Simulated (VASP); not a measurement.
Ti, 2 atoms in the cell. The typed cell holds 2 atoms: a = 2.950 Å, b = 2.963 Å, c = 4.686 Å, α = 90.21°, β = 90.57°, γ = 120.43°.  This cell differs from its parent crystal: equal xy, yz and zx shear strains of -1 %.

- Program: VASP 6.6.1
- Task: single point
- Functional: PBEsol
- Potentials or basis: VASP PAW PBE potentials, release 64 (Ti_sv)
- Cutoff: 520 eV
- k mesh: 13 × 13 × 7
- Occupations: fermi-dirac, width 0.08 eV
- Spin: no spin polarisation
- Dipole correction: no
- Further INCAR settings: ALGO = Normal; EDIFF = 1e-07; NBANDS = 19

Potentials or basis: VASP PAW PBE potentials, release 64 (Ti_sv).

Launch:

```console
$ cat potpaw_PBE.64/Ti_sv/POTCAR > POTCAR
$ mpirun -np 1 vasp_std > vasp.out
```

Hardware: 1 thread of Intel(R) Xeon(R) Platinum 8375C CPU @ 2.90GHz (Ice Lake), on a shared host.

**Question.** How long does it take, and how much memory?

**Answer.** Run time: 4.2 min on 1 thread of Intel(R) Xeon(R) Platinum 8375C CPU @ 2.90GHz (Ice Lake), on a shared host, peak memory 0.41 GiB. Counts: scf iterations 14, k points 592.
